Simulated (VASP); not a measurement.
# Sb (P6_3/mmc) in VASP: density of states with PBE

Aim: the density of states of Sb with PBE.

All numbers are computed with VASP 6.6.1; they aren't measurements. Logs are shortened: lines on timing, memory, paths and dates and some standing lists are left out, and cuts for length are marked.

## (1) The cell of the first run

Symmetry: P6_3/mmc, No. 194, hexagonal system. The conventional cell has a = 3.457 Å, b = 3.457 Å, c = 5.300 Å, α = 90.00°, β = 90.00°, γ = 120.00°. Sb (site symmetry -6m2) has 12 Sb at 3.32 to 3.46 Å within 4.4 Å.

## (2) Density of states, PBE

Input file POSCAR:

```
Sb
1.0
    3.4573409668      0.0000000000      0.0000000000
   -1.7286704834      2.9941451068      0.0000000000
    0.0000000000      0.0000000000      5.2998081556
Sb
2
Direct
    0.3333333333      0.6666666667      0.2500000000
    0.6666666667      0.3333333333      0.7500000000
```

Input file INCAR.step1:

```
SYSTEM = Sb
PREC = Accurate ; ENCUT = 520
EDIFF = 1E-6 ; ISMEAR = -1
SIGMA = 0.05 ; LREAL = .FALSE.
LASPH = .TRUE. ; NELM = 60
ALGO = Normal ; ISIF = 2
LWAVE = .FALSE. ; LCHARG = .TRUE.
GGA = PE ; NBANDS = 12
```

Input file KPOINTS.step1:

```
regular mesh
0
G
  13 13 7
  0 0 0
```

Input file INCAR.step2:

```
SYSTEM = Sb
PREC = Accurate ; ENCUT = 520
EDIFF = 1E-6 ; ISMEAR = -5
SIGMA = 0.05 ; LREAL = .FALSE.
LASPH = .TRUE. ; NELM = 60
ALGO = Normal ; ISIF = 2
LWAVE = .FALSE. ; LCHARG = .FALSE.
GGA = PE ; LORBIT = 10
NBANDS = 12 ; NEDOS = 2001
ICHARG = 11
```

Input file KPOINTS.step2:

```
regular mesh
0
G
  20 20 11
  0 0 0
```

Potentials or basis: VASP PAW PBE potentials, release 64 (Sb).

On the command line:

```
$ cat potpaw_PBE.64/Sb/POTCAR > POTCAR
$ cp INCAR.step1 INCAR
$ cp KPOINTS.step1 KPOINTS
$ mpirun -np 1 vasp_std > vasp.out
$ cp INCAR.step2 INCAR
$ cp KPOINTS.step2 KPOINTS
$ mpirun -np 1 vasp_std > vasp.out
```

OUTCAR:

```text
SYSTEM = Sb
   PREC = Accurate
   ENCUT = 520
   EDIFF = 1E-6
   ISMEAR = -5
   LREAL = .FALSE.
   LASPH = .TRUE.
   NELM = 60
   ISIF = 2
   GGA = PE
   LORBIT = 10
   ICHARG = 11

 ion  position               nearest neighbor table
   1  0.333  0.667  0.250-   2 3.32   2 3.32   2 3.32   2 3.32   2 3.32   2 3.32
   2  0.667  0.333  0.750-   1 3.32   1 3.32   1 3.32   1 3.32   1 3.32   1 3.32

  LATTYP: Found a hexagonal cell.
 ALAT       =     3.4573409668
 C/A-ratio  =     1.5329145162

  Lattice vectors:

 A1 = (   3.4573409668,   0.0000000000,   0.0000000000)
 A2 = (  -1.7286704834,   2.9941451068,   0.0000000000)
 A3 = (   0.0000000000,   0.0000000000,   5.2998081556)

Analysis of symmetry for initial positions (statically):
=====================================================================
 Subroutine PRICEL returns:
 Original cell was already a primitive cell.

 Routine SETGRP: Setting up the symmetry group for a
 hexagonal supercell.

 Subroutine GETGRP returns: Found 24 space group operations
 (whereof 12 operations were pure point group operations)
 out of a pool of 24 trial point group operations.

The static configuration has the point symmetry D_3d.
 The point group associated with its full space group is D_6h.

Analysis of symmetry for dynamics (positions and initial velocities):
=====================================================================
 Subroutine PRICEL returns:
 Original cell was already a primitive cell.

 Routine SETGRP: Setting up the symmetry group for a
 hexagonal supercell.

 Subroutine GETGRP returns: Found 24 space group operations
 (whereof 12 operations were pure point group operations)
 out of a pool of 24 trial point group operations.

The dynamic configuration has the point symmetry D_3d.
 The point group associated with its full space group is D_6h.

 Subroutine INISYM returns: Found 24 space group operations
 (whereof 12 operations are pure point group operations),
 and found     1 'primitive' translations

----------------------------------------------------------------------------------------

                                     Primitive cell

  volume of cell :      54.8625

  direct lattice vectors                    reciprocal lattice vectors
     3.457340967  0.000000000  0.000000000     0.289239624  0.166992575  0.000000000
    -1.728670483  2.994145107  0.000000000     0.000000000  0.333985149  0.000000000
     0.000000000  0.000000000  5.299808156     0.000000000  0.000000000  0.188686075

  length of vectors
     3.457340967  3.457340967  5.299808156     0.333985149  0.333985149  0.188686075

  position of ions in fractional coordinates (direct lattice)
     0.333333333  0.666666667  0.250000000
     0.666666667  0.333333333  0.750000000

  ion indices of the primitive-cell ions
   primitive index   ion index
                 1           1
                 2           2

----------------------------------------------------------------------------------------

 KPOINTS: regular mesh

Automatic generation of k-mesh.
 Grid dimensions read from file:
 generate k-points for:   20   20   11

 Generating k-lattice:

  Cartesian coordinates                     Fractional coordinates (reciprocal lattice)
     0.014461981  0.008349629  0.000000000     0.050000000 -0.000000000  0.000000000
     0.000000000  0.016699257  0.000000000     0.000000000  0.050000000  0.000000000
     0.000000000  0.000000000  0.017153280     0.000000000  0.000000000  0.090909091

  Length of vectors
     0.016699257  0.016699257  0.017153280

  Shift w.r.t. Gamma in fractional coordinates (k-lattice)
     0.000000000  0.000000000  0.000000000

 TETIRR: Found   4310 inequivalent tetrahedra from    26400

 Subroutine IBZKPT returns following result:
 ===========================================

 Found    264 irreducible k-points:

 Following reciprocal coordinates:
            Coordinates               Weight
  0.000000  0.000000  0.000000      1.000000
  0.050000  0.000000  0.000000      6.000000
  0.100000 -0.000000  0.000000      6.000000
  0.150000  0.000000  0.000000      6.000000
  0.200000 -0.000000  0.000000      6.000000
  0.250000  0.000000  0.000000      6.000000
[... 16 lines left out ...]
  0.200000  0.100000  0.000000     12.000000
  0.250000  0.100000  0.000000     12.000000
 [... further k-points ...]
   k-points           NKPTS =    264   k-points in BZ     NKDIM =    264   number of bands    NBANDS=     12
   number of dos      NEDOS =   2001   number of ions     NIONS =      2
   total plane-waves  NPLWV =  31360
   dimension x,y,z NGX =    28 NGY =   28 NGZ =   40
   dimension x,y,z NGXF=    56 NGYF=   56 NGZF=   80
   ions per type =               2
   NGX,Y,Z   is equivalent  to a cutoff of  13.46, 13.46, 12.55 a.u.
   NGXF,Y,Z  is equivalent  to a cutoff of  26.93, 26.93, 25.09 a.u.
 SYSTEM =  Sb
   PREC   = accura    normal or accurate (medium, high low for compatibility)
   ISTART =      0    job   : 0-new  1-cont  2-samecut
   ICHARG =     11    charge: 1-file 2-atom 10-const
   ISPIN  =      1    spin polarized calculation?
   LNONCOLLINEAR =      F non collinear calculations
   LSORBIT =      F    spin-orbit coupling
   LASPH  =      T    aspherical Exc in radial PAW
   ENCUT  =  520.0 eV  38.22 Ry    6.18 a.u.   6.43  6.43  9.85*2*pi/ulx,y,z
   NELM   =     60;   NELMIN=  2; NELMDL=  0     # of ELM steps
   EDIFF  = 0.1E-05   stopping-criterion for ELM
   LREAL  =      F    real-space projection
   EDIFFG = 0.1E-04   stopping-criterion for IOM
   NSW    =      0    number of steps for IOM
   IBRION =     -1    ionic relax: 0-MD 1-quasi-New 2-CG
   NFREE  =      0    steps in history (QN), initial steepest desc. (CG)
   ISIF   =      2    stress and relaxation
   ISYM   =      2    0-nonsym 1-usesym 2-fastsym
   POTIM  = 0.5000    time-step for ionic-motion
   TEBEG  =    0.0;   TEEND  =   0.0 temperature during run
   PSTRESS=    0.0 pullay stress
   NELECT =      10.0000    total number of electrons
   NUPDOWN=      -1.0000    fix difference up-down
   EMIN   =  10.00;   EMAX   =-10.00  energy-range for DOS
   EFERMI =   0.00;   METHOD = LEGACY
   ISMEAR =    -5;   SIGMA  =   0.05  broadening in eV -4-tet -1-fermi 0-gaus
   EFERMI_NEDOS =   21; number of points for ismear=-14 and -15
   IALGO  =     38    algorithm
   IMIX   =      4    mixing-type and parameters
     AMIX     =   0.40;   BMIX     =  1.00
     AMIX_MAG =   1.60;   BMIX_MAG =  1.00
  volume/ion in A,a.u.               =      27.43       185.12
  Fermi-wavevector in a.u.,A,eV,Ry     =   0.928218  1.754077 11.722613  0.861588
  Thomas-Fermi vector in A             =   2.054371
   LORBIT       =     10    0 simple, 1 ext, 2 COOP (PROOUT), +10 PAW based schemes
   GGA     = PE    functional components
   LHFCALC =     F    Hartree Fock is set to
   AEXX    =    0.0000 exact exchange contribution
   IVDW    =     0    specifies the selected vdW correction
   LEPSILON=     F    determine dielectric tensor
   LRPA    =     F    only Hartree local field effects (RPA)
 non-spin polarized calculation
 Fermi weights with tetrahedron method with Bloechl corrections
  energy-cutoff  :      520.00
  volume of cell :       54.86
 maximum number of plane-waves:      1497
 NGX is ok and might be reduce to    28

 number of electron      10.0000001 magnetization

 Free energy of the ion-electron system (eV)
  ---------------------------------------------------
  ext. energy  EPLUGINS =         0.00000000
  ---------------------------------------------------
  free energy    TOTEN  =        -7.71445797 eV

  energy without entropy =       -7.71445797  energy(sigma->0) =       -7.71445797

 E-fermi :   8.2712     XC(G=0): -10.1482

 val. band max:        8.3614177626   @ k =   0.3500   0.1500   0.2727
 cond. band min:       8.1092907090   @ k =   0.2000   0.0500   0.3636
 fundamental gap:     -0.2521270536
 Fermi energy:         8.2712037865

 k-point     1 :       0.0000    0.0000    0.0000
  band No.  band energies     occupation
      1      -4.5107      2.00000
      2      -0.2577      2.00000
      3       2.7044      2.00000
      4      11.0867      0.00000
      5      11.0867      0.00000
      6      12.9089      0.00000
      7      12.9089      0.00000
      8      14.3235      0.00000
      9      15.1040      0.00000
     10      16.8458      0.00000
     11      17.8580      0.00000
     12      17.8580      0.00000

 k-point     2 :       0.0500    0.0000    0.0000
  band No.  band energies     occupation
      1      -4.4697      2.00000
      2      -0.2246      2.00000
      3       2.7475      2.00000
      4      10.6343      0.00000
      5      10.9239      0.00000
      6      12.6992      0.00000
      7      12.9809      0.00000
      8      14.2201      0.00000
      9      15.4056      0.00000
     10      16.7107      0.00000
     11      17.8434      0.00000
     12      18.0308      0.00000

 k-point     3 :       0.1000   -0.0000    0.0000
  band No.  band energies     occupation
      1      -4.3470      2.00000
      2      -0.1266      2.00000
      3       2.8767      2.00000
      4       9.6314      0.00000
      5      10.5409      0.00000
      6      12.1182      0.00000
      7      13.0800      0.00000
      8      13.9011      0.00000
      9      15.6386      0.00000
     10      16.6010      0.00000
     11      17.9242      0.00000
     12      18.4242      0.00000

 k-point     4 :       0.1500    0.0000    0.0000
  band No.  band energies     occupation
      1      -4.1432      2.00000
      2       0.0313      2.00000
      3       3.0907      2.00000
      4       8.4608      0.56978
      5      10.0823      0.00000
      6      11.3219      0.00000
      7      13.0635      0.00000
      8      13.3612      0.00000
      9      14.9814      0.00000
     10      17.3419      0.00000
     11      17.7503      0.00000
     12      18.2475      0.00000

 k-point     5 :       0.2000   -0.0000    0.0000
  band No.  band energies     occupation
      1      -3.8599      2.00000
      2       0.2387      2.00000
      3       3.3872      2.00000
      4       7.2816      2.07799
      5       9.6248      0.00000
      6      10.4145      0.00000
      7      12.6332      0.00000
      8      12.9135      0.00000
      9      14.2578      0.00000
     10      17.1814      0.00000
     11      17.7869      0.00000
     12      18.1540      0.00000
[... 228 lines left out ...]
      1      -4.0214      2.00000
      2       0.1228      2.00000
      3       3.2183      2.00000
      4       8.1908      1.39614
      5       9.1332      0.00000
      6      11.6610      0.00000
      7      12.4920      0.00000
      8      13.0808      0.00000
      9      15.6124      0.00000
     10      16.0557      0.00000
     11      17.0800      0.00000
     12      18.3994      0.00000

 k-point    22 :       0.1500    0.1000    0.0000
  band No.  band energies     occupation
      1      -3.7391      2.00000
      2       0.3234      2.00000
      3       3.5136      2.00000
      4       7.2294      2.00000
      5       8.4194      0.43895
      6      10.9740      0.00000
      7      12.1491      0.00000
      8      12.4225      0.00000
      9      15.1513      0.00000
     10      16.2847      0.00000
     11      16.4987      0.00000
     12      18.4539      0.00000

 k-point    23 :       0.2000    0.1000    0.0000
  band No.  band energies     occupation
      1      -3.3802      2.00000
      2       0.5480      2.00000
      3       3.8874      2.00000
      4       6.2229      2.00000
      5       7.8566      1.91331
      6      10.0857      0.00000
      7      11.6497      0.00000
      8      11.8351      0.00000
      9      14.6597      0.00000
     10      15.6307      0.00000
     11      17.2426      0.00000
     12      18.5713      0.00000

 k-point    24 :       0.2500    0.1000    0.0000
  band No.  band energies     occupation
      1      -2.9497      2.00000
      2       0.7501      2.00000
      3       4.3335      2.00000
      4       5.3134      2.00000
      5       7.3833      2.03610
      6       9.1798     -0.01662
      7      10.8117      0.00000
      8      11.5410      0.00000
      9      14.2598      0.00000
     10      15.1237      0.00000
     11      17.8850      0.00000
     12      18.6651      0.00000

 [... further k-points ...]
[... 5 lines left out ...]
  --------------------------------------------------------------------------------------
  -------------------------------------------------------------------------------------
  Total       -0.1089826     -0.1089826      0.1155510      0.0000000      0.0000000     -0.0000000
  in kB       -3.1826776     -3.1826776      3.3744963      0.0000000      0.0000000     -0.0000000
  external PRESSURE =      -0.9969529 kB  Pullay stress =       0.0000000 kB

 VOLUME and BASIS-vectors are now :
 -----------------------------------------------------------------------------
  energy-cutoff  :      520.00
  volume of cell :       54.86
      direct lattice vectors                 reciprocal lattice vectors
     3.457340967  0.000000000  0.000000000     0.289239624  0.166992575  0.000000000
    -1.728670483  2.994145107  0.000000000     0.000000000  0.333985149  0.000000000
     0.000000000  0.000000000  5.299808156     0.000000000  0.000000000  0.188686075

 POSITION                                       TOTAL-FORCE (eV/Angst)
 -----------------------------------------------------------------------------------
     -0.00000      1.99610      1.32495        -0.000000     -0.000000      0.000000
      1.72867      0.99805      3.97486         0.000000      0.000000      0.000000
 -----------------------------------------------------------------------------------
    total drift:                               -0.000000      0.000000      0.000000

  FREE ENERGIE OF THE ION-ELECTRON SYSTEM (eV)
  ---------------------------------------------------
  free  energy   TOTEN  =        -7.7144579682 eV

  energy  without entropy=       -7.7144579682  energy(sigma->0) =       -7.71445797

 total charge

# of ion       s       p       d       tot
------------------------------------------
    1        1.255   1.034   0.037   2.326
    2        1.255   1.034   0.037   2.326
--------------------------------------------------
tot          2.509   2.068   0.073   4.651
```

Run time: 2 min. Hardware: 1 thread of Intel Xeon Platinum 8259CL at 2.50GHz (Skylake/Cascade Lake), shared host; peak memory 0.27 GiB.

Results:

```yaml
Valence_electrons_inside_the_program's_atomic_spheres: Sb 2.33
```

Levels at points of the mesh, in eV from the Fermi level:
```tsv
k point	band 2	band 3	band 4	band 5	band 6	band 7	band 8	band 9
(0.00, 0.00, 0.00)	-8.53	-5.57	2.82	2.82	4.64	4.64	6.05	6.83
(0.50, 0.00, 0.00)	-8.14	-3.97	-2.52	-2.27	-0.10	-0.10	3.62	4.07
```

Caveat: spin-orbit coupling is left out, which moves the levels of the heavy elements; tetrahedron occupations give inexact forces and stress in metals.
